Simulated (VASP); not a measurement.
The system is Pt.

```
Pt
1.0
    -1.55688    1.55688    1.55688
     1.55688   -1.55688    1.55688
     1.55688    1.55688   -1.55688
Pt
1
Direct
  0.00000 0.00000 0.00000
```

| Item | Value |
| --- | --- |
| Program | VASP 6.6.1 |
| Task | relaxation of cell and atoms |
| Functional | BLYP |
| Potentials or basis | VASP PAW PBE potentials, release 64 (Pt_sv_GW) |
| Cutoff | 500 eV |
| k mesh | 14 × 14 × 14 |
| Occupations | fermi-dirac, width 0.1 eV |
| Spin | no spin polarisation |

At the start: pressure 26.8 GPa; volume 15.09 Å³/atom.

Q: Where does the relaxation end?

A: Over 5 steps the energy falls by 119.6 meV/atom and the volume is 16.69 Å³/atom (+10.6 %); space group Im-3m (No. 229, to 0.05 Å).

The path:
```
step  energy change (eV)  largest force (eV/Å)  pressure (GPa)  volume (Å³)
   1              0.0000                0.0000           26.79        15.09
   2              0.3261                0.0000          -23.27        21.31
   3             -0.1184                0.0000           -2.06        16.87
   4             -0.1195                0.0000           -0.38        16.73
   5             -0.1196                0.0000            0.02        16.69
```

Final structure:
```xyz
1
Lattice="-1.6100 1.6100 1.6100 1.6100 -1.6100 1.6100 1.6100 1.6100 -1.6100" Properties=species:S:1:pos:R:3 pbc="T T T"
Pt    0.0000    0.0000    0.0000
```

Caveat: the PAW data sets were made with another functional, which shifts forces and pressure a little.
